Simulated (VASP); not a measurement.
# SiTe3 (Pm-3m) in VASP: notebook

The runs below take SiTe3 through relaxation of cell and atoms, single point, with PBE.

All numbers are computed with VASP 6.6.1; they aren't measurements. Logs are shortened: lines on timing, memory, paths and dates and some standing lists are left out, and cuts for length are marked.

### Step 1. The cell of the first run

The structure is cubic, space group Pm-3m (No. 221). The conventional cell has a = 5.263 Å, b = 5.263 Å, c = 5.263 Å, α = 90.00°, β = 90.00°, γ = 90.00°. Within 4.9 Å of Si (site symmetry m-3m) lie 12 Te at 3.72 Å. Within 4.9 Å of Te (site symmetry 4/mmm) lie 4 Si at 3.72 Å and 8 Te at 3.72 Å.

### Step 2. Relaxation of cell and atoms, PBE

The input, INCAR:

```
ALGO = Normal ; EDIFF = 1E-6
EDIFFG = -0.04 ; ENCUT = 600
GGA = PE ; IBRION = 2
ISIF = 3 ; ISMEAR = 0
LASPH = T ; LCHARG = F
LREAL = F ; LWAVE = F
NELM = 60 ; NSW = 90
PREC = Accurate ; SIGMA = 0.1
```

The input, KPOINTS:

```
k-points
0
Gamma
  4 4 4
```

The input, POSCAR:

```
SiTe3
1.0
    5.2634881200      0.0000000000      0.0000000000
    0.0000000000      5.2634881200      0.0000000000
    0.0000000000      0.0000000000      5.2634881200
Si Te
1 3
Direct
    0.0000000000      0.0000000000      0.0000000000
    0.5000000000      0.0000000000      0.5000000000
    0.0000000000      0.5000000000      0.5000000000
    0.5000000000      0.5000000000      0.0000000000
```

Potentials or basis: VASP PAW PBE potentials, release 64 (Si, Te).

The run is started by

```bash
$ cat potpaw_PBE.64/Si/POTCAR potpaw_PBE.64/Te/POTCAR > POTCAR
$ mpirun -np 1 vasp_std > vasp.out
```

OUTCAR:

```text
EDIFF = 1E-6
   EDIFFG = -0.04
   ENCUT = 600
   GGA = PE
   IBRION = 2
   ISIF = 3
   ISMEAR = 0
   LASPH = T
   LREAL = F
   NELM = 60
   NSW = 90
   PREC = Accurate

 ion  position               nearest neighbor table
   1  0.000  0.000  0.000-
   2  0.500  0.000  0.500-
   3  0.000  0.500  0.500-
   4  0.500  0.500  0.000-

  LATTYP: Found a simple cubic cell.
 ALAT       =     5.2634881200

  Lattice vectors:

 A1 = (   5.2634881200,   0.0000000000,   0.0000000000)
 A2 = (   0.0000000000,   5.2634881200,   0.0000000000)
 A3 = (   0.0000000000,   0.0000000000,   5.2634881200)

Analysis of symmetry for initial positions (statically):
=====================================================================
 Subroutine PRICEL returns:
 Original cell was already a primitive cell.

 Routine SETGRP: Setting up the symmetry group for a
 simple cubic supercell.

 Subroutine GETGRP returns: Found 48 space group operations
 (whereof 48 operations were pure point group operations)
 out of a pool of 48 trial point group operations.

The static configuration has the point symmetry O_h .

Analysis of symmetry for dynamics (positions and initial velocities):
=====================================================================
 Subroutine PRICEL returns:
 Original cell was already a primitive cell.

 Routine SETGRP: Setting up the symmetry group for a
 simple cubic supercell.

 Subroutine GETGRP returns: Found 48 space group operations
 (whereof 48 operations were pure point group operations)
 out of a pool of 48 trial point group operations.

The dynamic configuration has the point symmetry O_h .

 Subroutine INISYM returns: Found 48 space group operations
 (whereof 48 operations are pure point group operations),
 and found     1 'primitive' translations

----------------------------------------------------------------------------------------

                                     Primitive cell

  volume of cell :     145.8213

  direct lattice vectors                    reciprocal lattice vectors
     5.263488120  0.000000000  0.000000000     0.189988080  0.000000000  0.000000000
     0.000000000  5.263488120  0.000000000     0.000000000  0.189988080  0.000000000
     0.000000000  0.000000000  5.263488120     0.000000000  0.000000000  0.189988080

  length of vectors
     5.263488120  5.263488120  5.263488120     0.189988080  0.189988080  0.189988080

  position of ions in fractional coordinates (direct lattice)
     0.000000000  0.000000000  0.000000000
     0.500000000  0.000000000  0.500000000
     0.000000000  0.500000000  0.500000000
     0.500000000  0.500000000  0.000000000

  ion indices of the primitive-cell ions
   primitive index   ion index
                 1           1
                 2           2
                 3           3
                 4           4

----------------------------------------------------------------------------------------

 KPOINTS: k-points

Automatic generation of k-mesh.
 Grid dimensions read from file:
 generate k-points for:    4    4    4

 Generating k-lattice:

  Cartesian coordinates                     Fractional coordinates (reciprocal lattice)
     0.047497020  0.000000000  0.000000000     0.250000000  0.000000000  0.000000000
     0.000000000  0.047497020  0.000000000     0.000000000  0.250000000  0.000000000
     0.000000000  0.000000000  0.047497020     0.000000000  0.000000000  0.250000000

  Length of vectors
     0.047497020  0.047497020  0.047497020

  Shift w.r.t. Gamma in fractional coordinates (k-lattice)
     0.000000000  0.000000000  0.000000000

 Subroutine IBZKPT returns following result:
 ===========================================

 Found     10 irreducible k-points:

 Following reciprocal coordinates:
            Coordinates               Weight
  0.000000  0.000000  0.000000      1.000000
  0.250000  0.000000  0.000000      6.000000
  0.500000  0.000000  0.000000      3.000000
  0.250000  0.250000  0.000000     12.000000
  0.500000  0.250000  0.000000     12.000000
  0.500000  0.500000  0.000000      3.000000
  0.250000  0.250000  0.250000      8.000000
  0.500000  0.250000  0.250000     12.000000
  0.500000  0.500000  0.250000      6.000000
  0.500000  0.500000  0.500000      1.000000
   k-points           NKPTS =     10   k-points in BZ     NKDIM =     10   number of bands    NBANDS=     15
   number of dos      NEDOS =    301   number of ions     NIONS =      4
   total plane-waves  NPLWV =  74088
   dimension x,y,z NGX =    42 NGY =   42 NGZ =   42
   dimension x,y,z NGXF=    84 NGYF=   84 NGZF=   84
   ions per type =               1   3
   NGX,Y,Z   is equivalent  to a cutoff of  13.27, 13.27, 13.27 a.u.
   NGXF,Y,Z  is equivalent  to a cutoff of  26.53, 26.53, 26.53 a.u.
 SYSTEM =  unknown system
   PREC   = accura    normal or accurate (medium, high low for compatibility)
   ISTART =      0    job   : 0-new  1-cont  2-samecut
   ICHARG =      2    charge: 1-file 2-atom 10-const
   ISPIN  =      1    spin polarized calculation?
   LNONCOLLINEAR =      F non collinear calculations
   LSORBIT =      F    spin-orbit coupling
   LASPH  =      T    aspherical Exc in radial PAW
   ENCUT  =  600.0 eV  44.10 Ry    6.64 a.u.  10.51 10.51 10.51*2*pi/ulx,y,z
   NELM   =     60;   NELMIN=  2; NELMDL= -5     # of ELM steps
   EDIFF  = 0.1E-05   stopping-criterion for ELM
   LREAL  =      F    real-space projection
   EDIFFG = -.4E-01   stopping-criterion for IOM
   NSW    =     90    number of steps for IOM
   IBRION =      2    ionic relax: 0-MD 1-quasi-New 2-CG
   NFREE  =      1    steps in history (QN), initial steepest desc. (CG)
   ISIF   =      3    stress and relaxation
   ISYM   =      2    0-nonsym 1-usesym 2-fastsym
   POTIM  = 0.5000    time-step for ionic-motion
   TEBEG  =    0.0;   TEEND  =   0.0 temperature during run
   PSTRESS=    0.0 pullay stress
   NELECT =      22.0000    total number of electrons
   NUPDOWN=      -1.0000    fix difference up-down
   EMIN   =  10.00;   EMAX   =-10.00  energy-range for DOS
   EFERMI =   0.00;   METHOD = LEGACY
   ISMEAR =     0;   SIGMA  =   0.10  broadening in eV -4-tet -1-fermi 0-gaus
   EFERMI_NEDOS =   21; number of points for ismear=-14 and -15
   IALGO  =     38    algorithm
   IMIX   =      4    mixing-type and parameters
     AMIX     =   0.40;   BMIX     =  1.00
     AMIX_MAG =   1.60;   BMIX_MAG =  1.00
  volume/ion in A,a.u.               =      36.46       246.01
  Fermi-wavevector in a.u.,A,eV,Ry     =   0.871516  1.646927 10.334173  0.759540
  Thomas-Fermi vector in A             =   1.990635
   LORBIT       =      0    0 simple, 1 ext, 2 COOP (PROOUT), +10 PAW based schemes
   GGA     = PE    functional components
   LHFCALC =     F    Hartree Fock is set to
   AEXX    =    0.0000 exact exchange contribution
   IVDW    =     0    specifies the selected vdW correction
   LEPSILON=     F    determine dielectric tensor
   LRPA    =     F    only Hartree local field effects (RPA)
 conjugate gradient relaxation of ions
 non-spin polarized calculation
 Gauss-broadening in eV      SIGMA  =   0.10
  energy-cutoff  :      600.00
  volume of cell :      145.82
 maximum number of plane-waves:      4945
   NGX = 21   NGY = 21   NGZ = 21

--------------------------------------- Ionic step        1  -------------------------------------------

 number of electron      22.0000002 magnetization

 Free energy of the ion-electron system (eV)
  ---------------------------------------------------
  ext. energy  EPLUGINS =         0.00000000
  ---------------------------------------------------
  free energy    TOTEN  =       -10.86070459 eV

  energy without entropy =      -10.81827376  energy(sigma->0) =      -10.83948917

 E-fermi :   4.0848     XC(G=0):  -8.6899

 val. band max:        4.0840146696   @ k =   0.2500   0.2500   0.2500
 cond. band min:       4.0904647314   @ k =   0.5000   0.0000   0.0000
 fundamental gap:      0.0064500619
 Fermi energy:         4.0848420608

 k-point     1 :       0.0000    0.0000    0.0000
  band No.  band energies     occupation
      1      -7.7768      2.00000
      2      -5.7314      2.00000
      3      -5.7314      2.00000
      4      -2.3831      2.00000
      5       0.4869      2.00000
      6       0.4869      2.00000
      7       0.4869      2.00000
      8       3.4937      2.00000
      9       3.4937      2.00000
     10       3.4937      2.00000
     11       4.1257      0.56307
     12       4.1257      0.56307
     13       4.1257      0.56307
     14       6.4729      0.00000
     15       6.4729      0.00000

 k-point     2 :       0.2500    0.0000    0.0000
  band No.  band energies     occupation
      1      -7.5615      2.00000
      2      -6.0805      2.00000
      3      -5.7105      2.00000
      4      -2.5717      2.00000
      5       0.7781      2.00000
      6       0.7781      2.00000
      7       1.3672      2.00000
      8       2.9335      2.00000
      9       2.9335      2.00000
     10       3.0733      2.00000
     11       3.6270      2.00000
     12       4.1244      0.57619
     13       4.1244      0.57619
     14       5.4180      0.00000
[... 381 lines left out ...]
 VOLUME and BASIS-vectors are now :
 -----------------------------------------------------------------------------
  energy-cutoff  :      600.00
  volume of cell :      110.64
      direct lattice vectors                 reciprocal lattice vectors
     4.800748899  0.000000000  0.000000000     0.208300834 -0.000000000  0.000000000
     0.000000000  4.800748899  0.000000000    -0.000000000  0.208300834 -0.000000000
    -0.000000000  0.000000000  4.800748899    -0.000000000 -0.000000000  0.208300834

 POSITION                                       TOTAL-FORCE (eV/Angst)
 -----------------------------------------------------------------------------------
      0.00000      0.00000      0.00000        -0.000000      0.000000      0.000000
      2.40037      0.00000      2.40037         0.000000     -0.000000      0.000000
     -0.00000      2.40037      2.40037        -0.000000      0.000000     -0.000000
      2.40037      2.40037      0.00000        -0.000000      0.000000      0.000000
 -----------------------------------------------------------------------------------
    total drift:                               -0.000000     -0.000000      0.000000

  FREE ENERGIE OF THE ION-ELECTRON SYSTEM (eV)
  ---------------------------------------------------
  free  energy   TOTEN  =       -12.2437824678 eV

  energy  without entropy=      -12.2189489170  energy(sigma->0) =      -12.23136569

--------------------------------------- Ionic step        3  -------------------------------------------

 number of electron      21.9999998 magnetization

 Free energy of the ion-electron system (eV)
  ---------------------------------------------------
  ext. energy  EPLUGINS =         0.00000000
  ---------------------------------------------------
  free energy    TOTEN  =       -12.30427716 eV

  energy without entropy =      -12.27742241  energy(sigma->0) =      -12.29084979

 E-fermi :   7.8929     XC(G=0): -10.1001

 val. band max:        7.8392724758   @ k =   0.5000   0.5000   0.2500
 cond. band min:       7.9367446663   @ k =   0.5000   0.2500   0.0000
 fundamental gap:      0.0974721905
 Fermi energy:         7.8929113334

 k-point     1 :       0.0000    0.0000    0.0000
  band No.  band energies     occupation
      1      -6.1143      2.00000
      2      -2.0124      2.00000
      3      -2.0124      2.00000
      4       1.7011      2.00000
      5       2.5099      2.00000
      6       2.5099      2.00000
      7       2.5099      2.00000
      8       7.1353      2.00000
      9       7.1353      2.00000
     10       7.1353      2.00000
     11       7.9493      0.42540
     12       7.9493      0.42540
     13       7.9493      0.42540
     14      11.9510      0.00000
     15      11.9510      0.00000

 k-point     2 :       0.2500    0.0000    0.0000
  band No.  band energies     occupation
      1      -5.7590      2.00000
      2      -2.9630      2.00000
      3      -1.9415      2.00000
      4       1.1839      2.00000
      5       2.9129      2.00000
      6       2.9129      2.00000
      7       4.5620      2.00000
      8       6.0870      2.00000
      9       6.0870      2.00000
     10       6.2509      2.00000
     11       6.9599      2.00000
     12       7.9871      0.18271
     13       7.9871      0.18271
     14      10.5523      0.00000
[... 156 lines left out ...]
 VOLUME and BASIS-vectors are now :
 -----------------------------------------------------------------------------
  energy-cutoff  :      600.00
  volume of cell :      104.43
      direct lattice vectors                 reciprocal lattice vectors
     4.709105148  0.000000000  0.000000000     0.212354570 -0.000000000  0.000000000
     0.000000000  4.709105148  0.000000000    -0.000000000  0.212354570 -0.000000000
    -0.000000000  0.000000000  4.709105148    -0.000000000 -0.000000000  0.212354570

 POSITION                                       TOTAL-FORCE (eV/Angst)
 -----------------------------------------------------------------------------------
      0.00000      0.00000      0.00000         0.000000      0.000000      0.000000
      2.35455      0.00000      2.35455         0.000000     -0.000000      0.000000
     -0.00000      2.35455      2.35455        -0.000000      0.000000      0.000000
      2.35455      2.35455      0.00000         0.000000      0.000000      0.000000
 -----------------------------------------------------------------------------------
    total drift:                               -0.000000     -0.000000      0.000000

  FREE ENERGIE OF THE ION-ELECTRON SYSTEM (eV)
  ---------------------------------------------------
  free  energy   TOTEN  =       -12.3042771564 eV

  energy  without entropy=      -12.2774224150  energy(sigma->0) =      -12.29084979

 reached required accuracy - stopping structural energy minimisation
```

It took 57 s on 1 thread of AMD EPYC 7R43 (Zen 3), shared host; peak memory 0.24 GiB.

Results:

- Free energy: -12.3043 eV
- Relaxed volume: 26.11 Å³/atom
- Relaxed cell: a = 4.709 Å, b = 4.709 Å, c = 4.709 Å, α = 90.00°, β = 90.00°, γ = 90.00°
- Space group after relaxing (to 0.05 Å): Pm-3m (No. 221)
- Energy gained by relaxing: 360.9 meV/atom
- Ionic steps: 3
- Pressure after relaxing: -0.2 GPa
- Band gap on the k mesh: zero (band 11 reaches 9.99 eV, above the bottom of band 12 at 7.28 eV)

Step by step:
| step | energy change (eV) | largest force (eV/Å) | pressure (GPa) | volume (Å³) |
| --- | --- | --- | --- | --- |
| 1 | 0.0000 | 0.0000 | -8.01 | 145.82 |
| 2 | -1.3831 | 0.0000 | -2.82 | 110.64 |
| 3 | -1.4436 | 0.0000 | -0.17 | 104.43 |

Final structure:
```
CELL_PARAMETERS angstrom
4.70911 0.00000 0.00000
0.00000 4.70911 0.00000
0.00000 0.00000 4.70911
ATOMIC_POSITIONS crystal
Si 0.00000 0.00000 0.00000
Te 0.50000 0.00000 0.50000
Te 0.00000 0.50000 0.50000
Te 0.50000 0.50000 0.00000
```

Levels at points of the mesh, in eV from the Fermi level:
| k point | band 8 | band 9 | band 10 | band 11 | band 12 | band 13 | band 14 | band 15 |
| --- | --- | --- | --- | --- | --- | --- | --- | --- |
| (0.00, 0.00, 0.00) | -0.76 | -0.76 | -0.76 | 0.06 | 0.06 | 0.06 | 4.06 | 4.06 |
| (0.50, 0.00, 0.00) | -3.25 | -2.28 | -2.02 | -0.32 | 0.32 | 0.72 | 0.72 | 1.87 |
| (0.50, 0.50, 0.00) | -2.79 | -2.53 | -2.38 | -2.38 | -0.62 | 1.73 | 1.87 | 2.86 |
| (0.50, 0.50, 0.50) | -5.96 | 1.90 | 1.90 | 2.10 | 2.10 | 2.10 | 3.31 | 3.31 |

Caveat: the volume moved by over 15 % at a fixed basis, so the end points are rough; spin-orbit coupling is left out, which moves the levels of the heavy elements.

### Step 3. Single point, PBE

This run uses another cell than the first one, of 26.08 Å³/atom, 0.715 times its volume.

The input, INCAR:

```
SYSTEM = SiTe3
ALGO = Normal
EDIFF = 1E-6
ENCUT = 520
GGA = PE
ISIF = 2
ISMEAR = 0
LASPH = .True.
LCHARG = .False.
LREAL = .False.
LWAVE = .False.
NBANDS = 19
NELM = 100
PREC = Accurate
SIGMA = 0.1
```

The input, KPOINTS:

```
k-points
0
Gamma
  10 10 10
  0 0 0
```

The input, POSCAR:

```
SiTe3
1.0
    4.7073466509      0.0000000000      0.0000000000
    0.0000000000      4.7073466509      0.0000000000
    0.0000000000      0.0000000000      4.7073466509
Si Te
1 3
Direct
    0.0000000000      0.0000000000      0.0000000000
    0.5000000000      0.0000000000      0.5000000000
    0.0000000000      0.5000000000      0.5000000000
    0.5000000000      0.5000000000      0.0000000000
```

Potentials or basis: VASP PAW PBE potentials, release 64 (Si, Te).

The run is started by

```bash
$ cat potpaw_PBE.64/Si/POTCAR potpaw_PBE.64/Te/POTCAR > POTCAR
$ mpirun -np 1 vasp_std > vasp.out
```

It took 72 s on 1 thread of AMD EPYC 7R43 (Zen 3), shared host; peak memory 0.22 GiB.

It converged, with:

| Property | Result |
| --- | --- |
| Free energy | -12.3630 eV |
| Pressure | -0.1 GPa |
| Band gap on the k mesh | zero (band 11 reaches 10.03 eV, above the bottom of band 12 at 7.25 eV) |

Levels at points of the mesh, in eV from the Fermi level:
| k point | band 8 | band 9 | band 10 | band 11 | band 12 | band 13 | band 14 | band 15 |
| --- | --- | --- | --- | --- | --- | --- | --- | --- |
| (0.00, 0.00, 0.00) | -0.70 | -0.70 | -0.70 | 0.08 | 0.08 | 0.08 | 3.89 | 3.89 |
| (0.50, 0.00, 0.00) | -3.22 | -2.23 | -1.98 | -0.28 | 0.33 | 0.77 | 0.77 | 1.88 |
| (0.50, 0.50, 0.00) | -2.77 | -2.48 | -2.34 | -2.34 | -0.62 | 1.79 | 1.93 | 2.88 |
| (0.50, 0.50, 0.50) | -5.93 | 1.96 | 1.96 | 2.16 | 2.16 | 2.16 | 3.32 | 3.32 |

Caveat: spin-orbit coupling is left out, which moves the levels of the heavy elements.
